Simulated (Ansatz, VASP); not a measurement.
**H: VASP beside Ansatz**

The input INCAR:

```
PREC     = Accurate       # precision mode
ENCUT    = 600            # plane-wave cutoff, eV
EDIFF    = 1E-7           # SCF threshold, eV
ISMEAR   = 0              # smearing method
SIGMA    = 0.02           # smearing width, eV
LREAL    = False          # projectors in reciprocal space
LASPH    = True           # aspherical terms in the spheres
NELM     = 100            # most SCF steps
ALGO     = Normal         # electronic algorithm
ISIF     = 3              # what is computed and relaxed
LWAVE    = False          # write WAVECAR
LCHARG   = False          # write CHGCAR
GGA      = PS             # functional
IBRION   = 2              # ionic algorithm
NSW      = 100            # ionic steps
EDIFFG   = -0.01          # ionic threshold
```

File KPOINTS:

```
Automatic mesh
0
Gamma
  4 4 4
```

POSCAR

```
H
1.0
    6.9154005747      0.0000000000      0.0000000000
    0.0000000000      6.9890316806      0.0000000000
    0.0000000000      0.0000000000      7.1760348702
H
8
Direct
    0.4238586161      0.7058103313      0.5633084592
    0.9238586161      0.7941896687      0.4366915408
    0.5761413839      0.2058103313      0.9366915408
    0.0761413839      0.2941896687      0.0633084592
    0.5756562187      0.1310505227      0.8600601949
    0.0756562187      0.3689494773      0.1399398051
    0.4243437813      0.6310505227      0.6399398051
    0.9243437813      0.8689494773      0.3600601949
```

Input for Ansatz:

```yaml
crystal:
  lattice:
    - [6.9154005747, 0.0, 0.0]
    - [0.0, 6.9890316806, 0.0]
    - [0.0, 0.0, 7.1760348702]
  atoms:
    - { symbol: H, position: [0.4238586161, 0.7058103313, 0.5633084592] }
    - { symbol: H, position: [0.9238586161, 0.7941896687, 0.4366915408] }
    - { symbol: H, position: [0.5761413839, 0.2058103313, 0.9366915408] }
    - { symbol: H, position: [0.0761413839, 0.2941896687, 0.0633084592] }
    - { symbol: H, position: [0.5756562187, 0.1310505227, 0.8600601949] }
    - { symbol: H, position: [0.0756562187, 0.3689494773, 0.1399398051] }
    - { symbol: H, position: [0.4243437813, 0.6310505227, 0.6399398051] }
    - { symbol: H, position: [0.9243437813, 0.8689494773, 0.3600601949] }
basis:
  ecutwfc: 420
kpoints:
  mp_grid: { grid: [4, 4, 4] }
hamiltonian:
  xc: pbesol
scf:
  occupations: { method: gaussian, width: 0.02 }
output:
  forces: true
  stress: true
  eigenvalues: true
relax:
  adjacent_minimum: "off"
  f_tol: 0.01
  max_steps: 80
  cell: { stress_tol: 0.05 }
```

Alike in both runs: task relaxation of cell and atoms; functional PBEsol; k mesh 4 × 4 × 4; occupations gaussian, width 0.02 eV; no spin polarisation.

```csv
,VASP,Ansatz
version,VASP 6.6.1,Ansatz 0.2.0
potentials or method,"VASP PAW PBE potentials, release 64 (H), cutoff 600 eV","scalar-relativistic, plane waves, PAW"
valence electrons in the cell,8,8
```

```csv
,VASP,Ansatz,Ansatz less VASP
"gap on the k mesh at the Fermi level, each at its own relaxed structure (eV)",9.48,9.48,+0.001
relaxed volume (Å³/atom),43.35,43.35,0.000
relaxed length of the cell vector where the two differ most in proportion (Å),6.915,6.915,0.0000
```

VASP's potentials were made for PBE, not for PBEsol.

Noted on VASP's run: the relaxation stopped at its first step, so nothing moved.
